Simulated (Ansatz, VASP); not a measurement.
## One calculation of SiC, two programs

```
CELL_PARAMETERS angstrom
0.00000 2.24577 2.24577
2.24577 0.00000 2.24577
2.27002 2.27002 -0.02425
ATOMIC_POSITIONS crystal
Si 0.00000 0.00000 0.00000
C 0.75000 0.75000 0.75000
```

Alike in both runs: task single point; functional PBE; k mesh 12 × 12 × 12; occupations gaussian, width 0.05 eV; no spin polarisation.

|  | VASP | Ansatz |
| --- | --- | --- |
| version | VASP 6.6.1 | Ansatz 0.2.0 |
| potentials or method | VASP PAW PBE potentials, release 64 (Si, C), cutoff 520 eV | scalar-relativistic, plane waves, PAW |
| valence electrons in the cell | 8 | 8 |

Ansatz gave:

| Quantity | Value |
| --- | --- |
| gap on the k mesh at the Fermi level (eV) | 1.42 |
| least direct gap on the mesh (eV) | 4.35 |
| pressure (GPa) | -16.2 |
| traceless stress, the component that is largest in VASP (GPa) | -2.16 |
| rms of the force components (eV/Å) | 0.029 |

Task: What did VASP give for the same quantities?

Result: gap on the k mesh at the Fermi level (eV): 1.42; least direct gap on the mesh (eV): 4.35; pressure (GPa): -16.2; traceless stress, the component that is largest in VASP (GPa): -2.17; rms of the force components (eV/Å): 0.029.

Atom by atom the forces differ by 0.000 eV/Å (rms over components).
